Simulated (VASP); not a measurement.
# Tl (Pm-3m) in VASP: further runs

Runs on Tl. Level: PBE. Tasks: single point.

Program: VASP 6.6.1. These are calculated values, not measurements. Logs are shortened: lines on timing, memory, paths and dates and some standing lists are left out, and cuts for length are marked.

### Step 1. The cell of the first run

The structure is cubic, space group Pm-3m (No. 221). Conventional cell: a = 3.291 Å, b = 3.291 Å, c = 3.291 Å, α = 90.00°, β = 90.00°, γ = 90.00°. Tl (site symmetry m-3m) has 6 Tl at 3.29 Å within 4.3 Å.

This isn't the form of Tl at room conditions, which is hcp.

### Step 2. Single point, PBE (35.65 Å³/atom)

Contents of INCAR:

```
ALGO = Normal
EDIFF = 1E-6
ENCUT = 520
GGA = PE
ISIF = 2
ISMEAR = -1
LASPH = T
LCHARG = F
LREAL = F
LWAVE = F
NBANDS = 12
NELM = 80
PREC = Accurate
SIGMA = 0.1
```

Contents of KPOINTS:

```
k-points
0
Gamma
  16 16 16
```

Contents of POSCAR:

```
Tl
1.0
    3.2912975580      0.0000000000      0.0000000000
    0.0000000000      3.2912975580      0.0000000000
    0.0000000000      0.0000000000      3.2912975580
Tl
1
Direct
    0.0000000000      0.0000000000      0.0000000000
```

Potentials or basis: VASP PAW PBE potentials, release 64 (Tl_d).

Command:

```bash
cat potpaw_PBE.64/Tl_d/POTCAR > POTCAR
mpirun -np 1 vasp_std > vasp.out
```

OUTCAR:

```text
EDIFF = 1E-6
   ENCUT = 520
   GGA = PE
   ISIF = 2
   ISMEAR = -1
   LASPH = T
   LREAL = F
   NELM = 80
   PREC = Accurate

 ion  position               nearest neighbor table
   1  0.000  0.000  0.000-

  LATTYP: Found a simple cubic cell.
 ALAT       =     3.2912975580

  Lattice vectors:

 A1 = (   3.2912975580,   0.0000000000,   0.0000000000)
 A2 = (   0.0000000000,   3.2912975580,   0.0000000000)
 A3 = (   0.0000000000,   0.0000000000,   3.2912975580)

Analysis of symmetry for initial positions (statically):
=====================================================================
 Subroutine PRICEL returns:
 Original cell was already a primitive cell.

 Routine SETGRP: Setting up the symmetry group for a
 simple cubic supercell.

 Subroutine GETGRP returns: Found 48 space group operations
 (whereof 48 operations were pure point group operations)
 out of a pool of 48 trial point group operations.

The static configuration has the point symmetry O_h .

Analysis of symmetry for dynamics (positions and initial velocities):
=====================================================================
 Subroutine PRICEL returns:
 Original cell was already a primitive cell.

 Routine SETGRP: Setting up the symmetry group for a
 simple cubic supercell.

 Subroutine GETGRP returns: Found 48 space group operations
 (whereof 48 operations were pure point group operations)
 out of a pool of 48 trial point group operations.

The dynamic configuration has the point symmetry O_h .

 Subroutine INISYM returns: Found 48 space group operations
 (whereof 48 operations are pure point group operations),
 and found     1 'primitive' translations

----------------------------------------------------------------------------------------

                                     Primitive cell

  volume of cell :      35.6534

  direct lattice vectors                    reciprocal lattice vectors
     3.291297558  0.000000000  0.000000000     0.303831538  0.000000000  0.000000000
     0.000000000  3.291297558  0.000000000     0.000000000  0.303831538  0.000000000
     0.000000000  0.000000000  3.291297558     0.000000000  0.000000000  0.303831538

  length of vectors
     3.291297558  3.291297558  3.291297558     0.303831538  0.303831538  0.303831538

  position of ions in fractional coordinates (direct lattice)
     0.000000000  0.000000000  0.000000000

  ion indices of the primitive-cell ions
   primitive index   ion index
                 1           1

----------------------------------------------------------------------------------------

 KPOINTS: k-points

Automatic generation of k-mesh.
 Grid dimensions read from file:
 generate k-points for:   16   16   16

 Generating k-lattice:

  Cartesian coordinates                     Fractional coordinates (reciprocal lattice)
     0.018989471  0.000000000  0.000000000     0.062500000  0.000000000  0.000000000
     0.000000000  0.018989471  0.000000000     0.000000000  0.062500000  0.000000000
     0.000000000  0.000000000  0.018989471     0.000000000  0.000000000  0.062500000

  Length of vectors
     0.018989471  0.018989471  0.018989471

  Shift w.r.t. Gamma in fractional coordinates (k-lattice)
     0.000000000  0.000000000  0.000000000

 Subroutine IBZKPT returns following result:
 ===========================================

 Found    165 irreducible k-points:

 Following reciprocal coordinates:
            Coordinates               Weight
  0.000000  0.000000  0.000000      1.000000
  0.062500  0.000000  0.000000      6.000000
  0.125000  0.000000  0.000000      6.000000
  0.187500  0.000000  0.000000      6.000000
  0.250000  0.000000  0.000000      6.000000
  0.312500  0.000000  0.000000      6.000000
[... 16 lines left out ...]
  0.437500  0.125000  0.000000     24.000000
  0.500000  0.125000  0.000000     12.000000
 [... further k-points ...]
   k-points           NKPTS =    165   k-points in BZ     NKDIM =    165   number of bands    NBANDS=     12
   number of dos      NEDOS =    301   number of ions     NIONS =      1
   total plane-waves  NPLWV =  13824
   dimension x,y,z NGX =    24 NGY =   24 NGZ =   24
   dimension x,y,z NGXF=    48 NGYF=   48 NGZF=   48
   ions per type =               1
   NGX,Y,Z   is equivalent  to a cutoff of  12.12, 12.12, 12.12 a.u.
   NGXF,Y,Z  is equivalent  to a cutoff of  24.25, 24.25, 24.25 a.u.
 SYSTEM =  unknown system
   PREC   = accura    normal or accurate (medium, high low for compatibility)
   ISTART =      0    job   : 0-new  1-cont  2-samecut
   ICHARG =      2    charge: 1-file 2-atom 10-const
   ISPIN  =      1    spin polarized calculation?
   LNONCOLLINEAR =      F non collinear calculations
   LSORBIT =      F    spin-orbit coupling
   LASPH  =      T    aspherical Exc in radial PAW
   ENCUT  =  520.0 eV  38.22 Ry    6.18 a.u.   6.12  6.12  6.12*2*pi/ulx,y,z
   NELM   =     80;   NELMIN=  2; NELMDL= -5     # of ELM steps
   EDIFF  = 0.1E-05   stopping-criterion for ELM
   LREAL  =      F    real-space projection
   EDIFFG = 0.1E-04   stopping-criterion for IOM
   NSW    =      0    number of steps for IOM
   IBRION =     -1    ionic relax: 0-MD 1-quasi-New 2-CG
   NFREE  =      0    steps in history (QN), initial steepest desc. (CG)
   ISIF   =      2    stress and relaxation
   ISYM   =      2    0-nonsym 1-usesym 2-fastsym
   POTIM  = 0.5000    time-step for ionic-motion
   TEBEG  =    0.0;   TEEND  =   0.0 temperature during run
   PSTRESS=    0.0 pullay stress
   NELECT =      13.0000    total number of electrons
   NUPDOWN=      -1.0000    fix difference up-down
   EMIN   =  10.00;   EMAX   =-10.00  energy-range for DOS
   EFERMI =   0.00;   METHOD = LEGACY
   ISMEAR =    -1;   SIGMA  =   0.10  broadening in eV -4-tet -1-fermi 0-gaus
   EFERMI_NEDOS =   21; number of points for ismear=-14 and -15
   IALGO  =     38    algorithm
   IMIX   =      4    mixing-type and parameters
     AMIX     =   0.40;   BMIX     =  1.00
     AMIX_MAG =   1.60;   BMIX_MAG =  1.00
  volume/ion in A,a.u.               =      35.65       240.60
  Fermi-wavevector in a.u.,A,eV,Ry     =   1.169559  2.210146 18.610977  1.367868
  Thomas-Fermi vector in A             =   2.306030
   LORBIT       =      0    0 simple, 1 ext, 2 COOP (PROOUT), +10 PAW based schemes
   GGA     = PE    functional components
   LHFCALC =     F    Hartree Fock is set to
   AEXX    =    0.0000 exact exchange contribution
   IVDW    =     0    specifies the selected vdW correction
   LEPSILON=     F    determine dielectric tensor
   LRPA    =     F    only Hartree local field effects (RPA)
 non-spin polarized calculation
  energy-cutoff  :      520.00
  volume of cell :       35.65
 maximum number of plane-waves:       976
   NGX = 13   NGY = 13   NGZ = 13

 number of electron      12.9999988 magnetization

 Free energy of the ion-electron system (eV)
  ---------------------------------------------------
  ext. energy  EPLUGINS =         0.00000000
  ---------------------------------------------------
  free energy    TOTEN  =        -2.09686924 eV

  energy without entropy =       -2.07250393  energy(sigma->0) =       -2.08468659

 E-fermi :   4.6388     XC(G=0):  -9.0492

 val. band max:        4.6373645037   @ k =   0.3750   0.2500   0.1875
 cond. band min:       4.6438085049   @ k =   0.4375   0.4375   0.1250
 fundamental gap:      0.0064440012
 Fermi energy:         4.6388474369

 k-point     1 :       0.0000    0.0000    0.0000
  band No.  band energies     occupation
      1      -7.4531      2.00000
      2      -7.4531      2.00000
      3      -6.6616      2.00000
      4      -6.6616      2.00000
      5      -6.6616      2.00000
      6      -4.4987      2.00000
      7      10.8703      0.00000
      8      10.8703      0.00000
      9      10.8703      0.00000
     10      13.3767      0.00000
     11      15.1330      0.00000
     12      15.1330      0.00000

 k-point     2 :       0.0625    0.0000    0.0000
  band No.  band energies     occupation
      1      -7.4511      2.00000
      2      -7.4323      2.00000
      3      -6.6704      2.00000
      4      -6.6704      2.00000
      5      -6.6609      2.00000
      6      -4.4434      2.00000
      7      10.1003      0.00000
      8      10.9374      0.00000
      9      10.9374      0.00000
     10      13.7152      0.00000
     11      15.1542      0.00000
     12      15.6755      0.00000

 k-point     3 :       0.1250    0.0000    0.0000
  band No.  band energies     occupation
      1      -7.4456      2.00000
      2      -7.3743      2.00000
      3      -6.6952      2.00000
      4      -6.6952      2.00000
      5      -6.6588      2.00000
      6      -4.2759      2.00000
      7       8.6827      0.00000
      8      11.1348      0.00000
      9      11.1348      0.00000
     10      14.0361      0.00000
     11      15.2176      0.00000
     12      17.1054      0.00000
[... 286 lines left out ...]
 k-point    23 :       0.4375    0.1250    0.0000
  band No.  band energies     occupation
      1      -7.3483      2.00000
      2      -6.9335      2.00000
      3      -6.9300      2.00000
      4      -6.8723      2.00000
      5      -6.6750      2.00000
      6      -1.8252      2.00000
      7       2.5770      2.00000
      8      11.0252      0.00000
      9      13.4596      0.00000
     10      14.4390      0.00000
     11      16.0728      0.00000
     12      18.1656      0.00000

 k-point    24 :       0.5000    0.1250    0.0000
  band No.  band energies     occupation
      1      -7.3462      2.00000
      2      -6.9390      2.00000
      3      -6.9167      2.00000
      4      -6.8805      2.00000
      5      -6.6742      2.00000
      6      -1.5973      2.00000
      7       2.2240      2.00000
      8      11.2239      0.00000
      9      13.6086      0.00000
     10      14.1624      0.00000
     11      16.2237      0.00000
     12      17.9200      0.00000

 [... further k-points ...]
[... 5 lines left out ...]
  --------------------------------------------------------------------------------------
  -------------------------------------------------------------------------------------
  Total       -0.1623073     -0.1623073     -0.1623073     -0.0000000     -0.0000000      0.0000000
  in kB       -7.2936890     -7.2936890     -7.2936890     -0.0000000     -0.0000000      0.0000000
  external PRESSURE =      -7.2936890 kB  Pullay stress =       0.0000000 kB

 VOLUME and BASIS-vectors are now :
 -----------------------------------------------------------------------------
  energy-cutoff  :      520.00
  volume of cell :       35.65
      direct lattice vectors                 reciprocal lattice vectors
     3.291297558  0.000000000  0.000000000     0.303831538  0.000000000  0.000000000
     0.000000000  3.291297558  0.000000000     0.000000000  0.303831538  0.000000000
     0.000000000  0.000000000  3.291297558     0.000000000  0.000000000  0.303831538

 POSITION                                       TOTAL-FORCE (eV/Angst)
 -----------------------------------------------------------------------------------
      0.00000      0.00000      0.00000         0.000000      0.000000      0.000000
 -----------------------------------------------------------------------------------
    total drift:                                0.000000     -0.000000      0.000000

  FREE ENERGIE OF THE ION-ELECTRON SYSTEM (eV)
  ---------------------------------------------------
  free  energy   TOTEN  =        -2.0968692429 eV

  energy  without entropy=       -2.0725039286  energy(sigma->0) =       -2.08468659
```

Wall time 24 s (1 thread of Intel Xeon Platinum 8259CL at 2.50GHz (Skylake/Cascade Lake), shared host); peak memory 0.18 GiB.

What came out:

| Property | Result |
| --- | --- |
| Free energy | -2.0969 eV |
| Pressure | -0.7 GPa |
| Band gap on the k mesh | zero (an odd number of electrons rules out a gap without spin polarisation) |

Levels at points of the mesh, in eV from the Fermi level:
```csv
k point,band 4,band 5,band 6,band 7,band 8,band 9
"(0.00, 0.00, 0.00)",-11.30,-11.30,-9.14,6.23,6.23,6.23
"(0.50, 0.00, 0.00)",-11.52,-11.28,-6.42,-2.66,8.67,8.67
"(0.50, 0.50, 0.00)",-11.49,-11.06,-3.97,-0.41,-0.41,4.41
"(0.50, 0.50, 0.50)",-11.04,-11.04,-1.49,1.77,1.77,1.77
```

Caveat: spin-orbit coupling is left out, which moves the levels of the heavy elements.

### Step 3. Single point, PBE (37.02 Å³/atom)

This run uses another cell than the first one, of 37.02 Å³/atom.

Contents of INCAR:

```
  ALGO = Normal
  EDIFF = 1E-6
  ENCUT = 520
  GGA = PE
  ISIF = 2
  ISMEAR = -1
  LASPH = True
  LCHARG = True
  LELF = True
  LREAL = False
  LVHAR = True
  LWAVE = False
  NBANDS = 12
  NELM = 80
  PREC = Accurate
  SIGMA = 0.1
```

KPOINTS is that of step 2.

Contents of POSCAR:

```
Tl
1.0
    3.3329639756      0.0000000000      0.0000000000
    0.0000000000      3.3329639756      0.0000000000
    0.0000000000      0.0000000000      3.3329639756
Tl
1
Direct
    0.0000000000      0.0000000000      0.0000000000
```

Potentials or basis: VASP PAW PBE potentials, release 64 (Tl_d).

Command:

```bash
cat potpaw_PBE.64/Tl_d/POTCAR > POTCAR
mpirun -np 1 vasp_std > vasp.out
```

It took 53 s on 1 thread of Intel Xeon Platinum 8259CL at 2.50GHz (Skylake/Cascade Lake), shared host; peak memory 0.2 GiB.

It converged, with:

- Free energy: -2.0885 eV
- Pressure: -1.3 GPa
- Band gap on the k mesh: zero (an odd number of electrons rules out a gap without spin polarisation)

Levels at points of the mesh, in eV from the Fermi level:
| k point | band 2 | band 3 | band 4 | band 5 | band 6 | band 7 | band 8 | band 9 | band 10 | band 11 |
| --- | --- | --- | --- | --- | --- | --- | --- | --- | --- | --- |
| (0.00, 0.00, 0.00) | -12.04 | -11.32 | -11.32 | -11.32 | -8.96 | 6.05 | 6.05 | 6.05 | 8.43 | 10.23 |
| (0.50, 0.00, 0.00) | -11.60 | -11.53 | -11.53 | -11.31 | -6.41 | -2.54 | 8.37 | 8.37 | 11.07 | 11.32 |
| (0.50, 0.50, 0.00) | -11.79 | -11.50 | -11.50 | -11.10 | -4.10 | -0.37 | -0.37 | 4.35 | 10.94 | 13.30 |
| (0.50, 0.50, 0.50) | -11.78 | -11.78 | -11.09 | -11.09 | -1.76 | 1.72 | 1.72 | 1.72 | 6.94 | 7.25 |

Caveat: spin-orbit coupling is left out, which moves the levels of the heavy elements.

### Step 4. Single point, PBE (38.40 Å³/atom)

This run uses another cell than the first one, of 38.40 Å³/atom.

Contents of INCAR:

```
ALGO = Normal
EDIFF = 1E-6
ENCUT = 520
GGA = PE
ISIF = 2
ISMEAR = -1
LASPH = True
LCHARG = False
LREAL = False
LWAVE = False
NBANDS = 12
NELM = 100
PREC = Accurate
SIGMA = 0.1
```

KPOINTS is that of step 3.

Contents of POSCAR:

```
Tl
1.0
    3.3736138840      0.0000000000      0.0000000000
    0.0000000000      3.3736138840      0.0000000000
    0.0000000000      0.0000000000      3.3736138840
Tl
1
Direct
    0.0000000000      0.0000000000      0.0000000000
```

Command:

```bash
cat potpaw_PBE.64/Tl_d/POTCAR > POTCAR
mpirun -np 1 vasp_std > vasp.out
```

Wall time 50 s (1 thread of Intel Xeon Platinum 8259CL at 2.50GHz (Skylake/Cascade Lake), shared host); peak memory 0.21 GiB.

Results (log left out):

- Free energy: -2.0755 eV
- Pressure: -1.8 GPa
- Band gap on the k mesh: zero (an odd number of electrons rules out a gap without spin polarisation)

Levels at points of the mesh, in eV from the Fermi level:
```tsv
k point	band 4	band 5	band 6	band 7	band 8	band 9
(0.00, 0.00, 0.00)	-11.35	-11.35	-8.80	5.88	5.88	5.88
(0.50, 0.00, 0.00)	-11.53	-11.33	-6.40	-2.43	8.08	8.08
(0.50, 0.50, 0.00)	-11.51	-11.15	-4.21	-0.34	-0.34	4.28
(0.50, 0.50, 0.50)	-11.13	-11.13	-2.01	1.66	1.66	1.66
```

Caveat: spin-orbit coupling is left out, which moves the levels of the heavy elements.

### Step 5. The runs side by side

| cell | gap on the mesh (eV) | pressure (GPa) |
| --- | --- | --- |
| a = 3.291 Å, 1 atom | none | -0.7 |
| a = 3.333 Å, 1 atom | none | -1.3 |
| a = 3.374 Å, 1 atom | none | -1.8 |

Alike in all rows: task single point; level PBE; potentials or basis VASP PAW PBE potentials, release 64 (Tl_d); no spin polarisation; k mesh 16 × 16 × 16; cutoff (eV) 520; smearing fermi-dirac 0.1 eV.

Caveats: spin-orbit coupling is left out, which moves the levels of the heavy elements.

Total energies depend on the potentials used, so only differences within one code and one set of settings carry meaning.
